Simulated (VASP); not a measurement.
# Si (Amm2) in VASP: further runs

Runs on Si. Level: PBEsol. Tasks: single point.

Everything below comes from runs of VASP 6.6.1. Logs are shortened: lines on timing, memory, paths and dates and some standing lists are left out, and cuts for length are marked.

## (1) The cell of the first run

It takes space group Amm2 (No. 38, orthorhombic). The conventional cell has a = 9.397 Å, b = 9.397 Å, c = 3.837 Å, α = 90.00°, β = 90.00°, γ = 90.00°. Si (site symmetry m) has 4 Si at 2.31 to 2.38 Å within 3.0 Å. Within 3.0 Å of Si (site symmetry m) lie 4 Si at 2.31 to 2.48 Å. Within 3.1 Å of Si (site symmetry m) lie 4 Si at 2.34 to 2.38 Å. Within 3.1 Å of Si (site symmetry m) lie 4 Si at 2.34 to 2.48 Å.

## (2) Single point, PBEsol (atoms displaced along several vibrational modes)

File INCAR:

```
  PREC = Accurate
  ENCUT = 520
  EDIFF = 1E-6
  ISMEAR = 0
  SIGMA = 0.03
  LREAL = False
  LASPH = True
  NELM = 60
  ALGO = Normal
  ISIF = 2
  LWAVE = False
  LCHARG = False
  GGA = PS
  NBANDS = 26
```

File KPOINTS:

```
regular mesh
0
Gamma
  10 10 4
```

File POSCAR:

```
Si
1.0
    0.0000000000      0.0000000000      3.8373624245
    3.3221878745     -3.3221878745     -1.9186812122
    6.6443757490      6.6443757490      0.0000000000
Si
8
Direct
   -0.0645254047      0.0000000000      0.1787304307
    0.4465276891      0.0000000000      0.6787304307
    0.4465276891      0.0000000000      0.3212695693
   -0.0645254047      0.0000000000      0.8212695693
    0.8111584576      0.6425391386      0.0000000000
    0.4493783966      0.6425391386      0.5000000000
    0.1686193190      0.3574608614      0.0000000000
    0.8068392580      0.3574608614      0.5000000000
```

Potentials or basis: VASP PAW PBE potentials, release 64 (Si).

On the command line:

```
$ cat potpaw_PBE.64/Si/POTCAR > POTCAR
$ mpirun -np 1 vasp_std > vasp.out
```

OUTCAR:

```text
PREC = Accurate
   ENCUT = 520
   EDIFF = 1E-6
   ISMEAR = 0
   LREAL = False
   LASPH = True
   NELM = 60
   ISIF = 2
   GGA = PS

 ion  position               nearest neighbor table
   1  0.935  0.000  0.179-   3 2.31   3 2.37   5 2.38   7 2.38
   2  0.447  0.000  0.679-   4 2.31   4 2.37   6 2.48   8 2.48
   3  0.447  0.000  0.321-   1 2.31   1 2.37   6 2.48   8 2.48
   4  0.935  0.000  0.821-   2 2.31   2 2.37   5 2.38   7 2.38
   5  0.811  0.643  0.000-   7 2.34   7 2.34   1 2.38   4 2.38
   6  0.449  0.643  0.500-   8 2.34   8 2.34   2 2.48   3 2.48
   7  0.169  0.357  0.000-   5 2.34   5 2.34   4 2.38   1 2.38
   8  0.807  0.357  0.500-   6 2.34   6 2.34   3 2.48   2 2.48

  LATTYP: Found a base centered orthorhombic cell.
 ALAT       =     3.8373624245
 B/A-ratio  =     2.4487044116
 C/A-ratio  =     2.4487044116

  Lattice vectors:

 A1 = (  -3.3221878745,   3.3221878745,   1.9186812122)
 A2 = (   3.3221878745,  -3.3221878745,   1.9186812123)
 A3 = (   6.6443757490,   6.6443757490,   0.0000000000)

Analysis of symmetry for initial positions (statically):
=====================================================================
 Subroutine PRICEL returns:
 Original cell was already a primitive cell.

 Routine SETGRP: Setting up the symmetry group for a
 base centered orthorhombic supercell.

 Subroutine GETGRP returns: Found  4 space group operations
 (whereof  4 operations were pure point group operations)
 out of a pool of  8 trial point group operations.

The static configuration has the point symmetry C_2v.

Analysis of symmetry for dynamics (positions and initial velocities):
=====================================================================
 Subroutine PRICEL returns:
 Original cell was already a primitive cell.

 Routine SETGRP: Setting up the symmetry group for a
 base centered orthorhombic supercell.

 Subroutine GETGRP returns: Found  4 space group operations
 (whereof  4 operations were pure point group operations)
 out of a pool of  8 trial point group operations.

The dynamic configuration has the point symmetry C_2v.

 Subroutine INISYM returns: Found  4 space group operations
 (whereof  4 operations are pure point group operations),
 and found     1 'primitive' translations

[... 106 lines left out ...]
   EDIFF  = 0.1E-05   stopping-criterion for ELM
   LREAL  =      F    real-space projection
   EDIFFG = 0.1E-04   stopping-criterion for IOM
   NSW    =      0    number of steps for IOM
   IBRION =     -1    ionic relax: 0-MD 1-quasi-New 2-CG
   NFREE  =      0    steps in history (QN), initial steepest desc. (CG)
   ISIF   =      2    stress and relaxation
   ISYM   =      2    0-nonsym 1-usesym 2-fastsym
   POTIM  = 0.5000    time-step for ionic-motion
   TEBEG  =    0.0;   TEEND  =   0.0 temperature during run
   PSTRESS=    0.0 pullay stress
   NELECT =      32.0000    total number of electrons
   NUPDOWN=      -1.0000    fix difference up-down
   EMIN   =  10.00;   EMAX   =-10.00  energy-range for DOS
   EFERMI =   0.00;   METHOD = LEGACY
   ISMEAR =     0;   SIGMA  =   0.03  broadening in eV -4-tet -1-fermi 0-gaus
   EFERMI_NEDOS =   21; number of points for ismear=-14 and -15
   IALGO  =     38    algorithm
   IMIX   =      4    mixing-type and parameters
     AMIX     =   0.40;   BMIX     =  1.00
     AMIX_MAG =   1.60;   BMIX_MAG =  1.00
  volume/ion in A,a.u.               =      21.18       142.91
  Fermi-wavevector in a.u.,A,eV,Ry     =   0.939315  1.775047 12.004584  0.882312
  Thomas-Fermi vector in A             =   2.066614
   LORBIT       =      0    0 simple, 1 ext, 2 COOP (PROOUT), +10 PAW based schemes
   GGA     = PS    functional components
   LHFCALC =     F    Hartree Fock is set to
   AEXX    =    0.0000 exact exchange contribution
   IVDW    =     0    specifies the selected vdW correction
   LEPSILON=     F    determine dielectric tensor
   LRPA    =     F    only Hartree local field effects (RPA)
 non-spin polarized calculation
 Gauss-broadening in eV      SIGMA  =   0.03
  energy-cutoff  :      520.00
  volume of cell :      169.41
 maximum number of plane-waves:      4613
 NGX is ok and might be reduce to    30
   NGX = 15   NGY = 19   NGZ = 35

 number of electron      32.0000002 magnetization

 Free energy of the ion-electron system (eV)
  ---------------------------------------------------
  ext. energy  EPLUGINS =         0.00000000
  ---------------------------------------------------
  free energy    TOTEN  =       -44.38594142 eV

  energy without entropy =      -44.38576152  energy(sigma->0) =      -44.38585147

 E-fermi :   5.4549     XC(G=0):  -9.3024

 val. band max:        5.4300610087   @ k =   0.1000   0.4000   0.0000
 cond. band min:       5.4791627682   @ k =  -0.4000   0.1000   0.0000
 fundamental gap:      0.0491017595
 Fermi energy:         5.4548936738

 k-point     1 :       0.0000    0.0000    0.0000
  band No.  band energies     occupation
      1      -6.6010      2.00000
      2      -5.5645      2.00000
      3      -4.6966      2.00000
      4      -2.4345      2.00000
      5      -0.0302      2.00000
      6      -0.0077      2.00000
[... 685 lines left out ...]
     25       9.4664      0.00000
     26       9.8864      0.00000

 [... further k-points ...]

------------------------ aborting loop because EDIFF is reached ----------------------------------------

  FORCE on cell =-STRESS in cart. coord.  units (eV):
  Direction    XX          YY          ZZ          XY          YZ          ZX
  --------------------------------------------------------------------------------------
  -------------------------------------------------------------------------------------
  Total       -2.1196755     -2.1196755     -1.4738853      0.0752448      0.0000000     -0.0000000
  in kB      -20.0465096    -20.0465096    -13.9390467      0.7116163      0.0000000     -0.0000000
  external PRESSURE =     -18.0106886 kB  Pullay stress =       0.0000000 kB

 VOLUME and BASIS-vectors are now :
 -----------------------------------------------------------------------------
  energy-cutoff  :      520.00
  volume of cell :      169.41
      direct lattice vectors                 reciprocal lattice vectors
     0.000000000  0.000000000  3.837362425     0.075251614 -0.075251614  0.260595662
     3.322187874 -3.322187874 -1.918681212     0.150503228 -0.150503228  0.000000000
     6.644375749  6.644375749  0.000000000     0.075251614  0.075251614  0.000000000

 POSITION                                       TOTAL-FORCE (eV/Angst)
 -----------------------------------------------------------------------------------
      1.18755      1.18755      3.58976        -0.149877     -0.149877      0.522197
      4.50974      4.50974      1.71349        -0.523112     -0.523112      0.592062
      2.13464      2.13464      1.71349         0.523112      0.523112      0.592062
      5.45682      5.45682      3.58976         0.149877      0.149877      0.522197
      2.13464     -2.13464      1.87988         0.053471     -0.053471     -0.075106
      5.45682      1.18755      0.49160         0.541587     -0.541587     -1.039153
      1.18755     -1.18755     -0.03880        -0.053471      0.053471     -0.075106
      4.50974      2.13464      2.41028        -0.541587      0.541587     -1.039153
 -----------------------------------------------------------------------------------
    total drift:                                0.000000     -0.000000      0.000021

  FREE ENERGIE OF THE ION-ELECTRON SYSTEM (eV)
  ---------------------------------------------------
  free  energy   TOTEN  =       -44.3859414193 eV

  energy  without entropy=      -44.3857615218  energy(sigma->0) =      -44.38585147
```

OSZICAR:

```text
N       E                     dE             d eps       ncg     rms          rms(c)
DAV:   1     0.617069495360E+02    0.61707E+02   -0.11836E+04  4836   0.100E+03
DAV:   2    -0.400821604728E+02   -0.10179E+03   -0.94166E+02  6124   0.144E+02
DAV:   3    -0.452602787457E+02   -0.51781E+01   -0.50754E+01  6346   0.297E+01
DAV:   4    -0.453556153541E+02   -0.95337E-01   -0.95046E-01  6128   0.500E+00
DAV:   5    -0.453579645878E+02   -0.23492E-02   -0.23470E-02  6228   0.750E-01    0.947E+00
DAV:   6    -0.446564696278E+02    0.70149E+00   -0.40352E-01  5700   0.250E+00    0.558E+00
DAV:   7    -0.443848778184E+02    0.27159E+00   -0.67601E-01  5626   0.310E+00    0.492E-01
DAV:   8    -0.443850747812E+02   -0.19696E-03   -0.59363E-02  5690   0.115E+00    0.331E-01
DAV:   9    -0.443857080914E+02   -0.63331E-03   -0.34054E-03  6156   0.285E-01    0.129E-01
DAV:  10    -0.443858685369E+02   -0.16045E-03   -0.77911E-04  5694   0.124E-01    0.518E-02
DAV:  11    -0.443859276957E+02   -0.59159E-04   -0.12339E-04  5810   0.546E-02    0.272E-02
DAV:  12    -0.443859416129E+02   -0.13917E-04   -0.20798E-05  5690   0.209E-02    0.559E-03
DAV:  13    -0.443859414193E+02    0.19368E-06   -0.19000E-06  5102   0.665E-03
   1 F= -.44385941E+02 E0= -.44385851E+02  d E =-.179897E-03
```

Run time: 4.5 min. Hardware: 1 thread of AMD EPYC 7R13 (Zen 3), shared host; peak memory 0.42 GiB.

What came out:

```yaml
Free_energy: -44.3859 eV
Pressure: -1.8 GPa
Largest_force: 1.291 eV/Å
Band_gap_on_the_k_mesh: zero (bands 16 and 17 overlap by 0.48 eV)
```

Forces in eV/Å, atoms in the order of the input:
```
Si  -0.150 -0.150  0.522
Si  -0.523 -0.523  0.592
Si   0.523  0.523  0.592
Si   0.150  0.150  0.522
Si   0.053 -0.053 -0.075
Si   0.542 -0.542 -1.039
Si  -0.053  0.053 -0.075
Si  -0.542  0.542 -1.039
```

Caveat: the cell differs from its parent crystal (atoms displaced along several vibrational modes); semilocal functionals underestimate gaps, and a narrow one can read as zero; the PAW data sets were made with another functional, which shifts forces and pressure a little.

## (3) Single point, PBEsol (atoms displaced along several vibrational modes)

File INCAR:

```
SYSTEM = Si
ALGO = Normal ; EDIFF = 1E-6
ENCUT = 520 ; GGA = PS
ISIF = 2 ; ISMEAR = 0
LASPH = .TRUE. ; LCHARG = .FALSE.
LREAL = .FALSE. ; LWAVE = .FALSE.
NBANDS = 26 ; NELM = 60
PREC = Accurate ; SIGMA = 0.03
```

File KPOINTS:

```
k-points
0
G
  10 10 4
  0 0 0
```

File POSCAR:

```
Si
1.0
    0.0000000000      0.0000000000      3.8373624245
    3.3221878745     -3.3221878745     -1.9186812122
    6.6443757490      6.6443757490      0.0000000000
Si
8
Direct
   -0.0331837935      0.0000000000      0.1787304307
    0.4741849357      0.0000000000      0.6787304307
    0.4741849357      0.0000000000      0.3212695693
   -0.0331837935      0.0000000000      0.8212695693
    0.8046956852      0.6425391386      0.0000000000
    0.3968423112      0.6425391386      0.5000000000
    0.1621565466      0.3574608614      0.0000000000
    0.7543031726      0.3574608614      0.5000000000
```

Potentials or basis: VASP PAW PBE potentials, release 64 (Si).

On the command line:

```
$ cat potpaw_PBE.64/Si/POTCAR > POTCAR
$ mpirun -np 1 vasp_std > vasp.out
```

Run time: 4.9 min. Hardware: 1 thread of AMD EPYC 7R13 (Zen 3), shared host; peak memory 0.42 GiB.

It converged, with:

| Quantity | Value |
| --- | --- |
| Free energy | -44.8851 eV |
| Pressure | -0.5 GPa |
| Largest force | 0.621 eV/Å |
| Band gap on the k mesh | zero (bands 16 and 17 overlap by 0.02 eV) |

Forces in eV/Å, atoms in the order of the input:
```
Si  -0.035 -0.035  0.256
Si  -0.202 -0.202  0.246
Si   0.202  0.202  0.246
Si   0.035  0.035  0.256
Si   0.005 -0.005  0.045
Si   0.209 -0.209 -0.546
Si  -0.005  0.005  0.045
Si  -0.209  0.209 -0.546
```

Stress tensor (GPa, compression positive):
```
-0.67  0.07  0.00
 0.07 -0.67  0.00
 0.00  0.00 -0.29
```

Levels at points of the mesh, in eV from the Fermi level:
```tsv
k point	band 14	band 15	band 16	band 17	band 18	band 19
(0.00, 0.00, 0.00)	-1.57	-1.54	-0.53	1.08	1.44	1.44
(0.50, 0.00, 0.00)	-2.48	-2.47	-2.17	1.14	1.49	1.66
(0.00, 0.50, 0.00)	-0.63	0.01	0.03	0.53	1.47	1.74
(0.00, 0.00, 0.50)	-1.83	-1.64	-1.61	0.65	0.65	1.57
(0.50, 0.00, 0.50)	-2.36	-1.46	-1.45	0.62	0.64	2.03
(0.00, 0.50, 0.50)	-0.81	-0.61	-0.54	0.59	0.86	2.61
```

Caveat: the cell differs from its parent crystal (atoms displaced along several vibrational modes); semilocal functionals underestimate gaps, and a narrow one can read as zero; the PAW data sets were made with another functional, which shifts forces and pressure a little.

The gap in the log of VASP goes by the Fermi energy; the results here count the filled bands.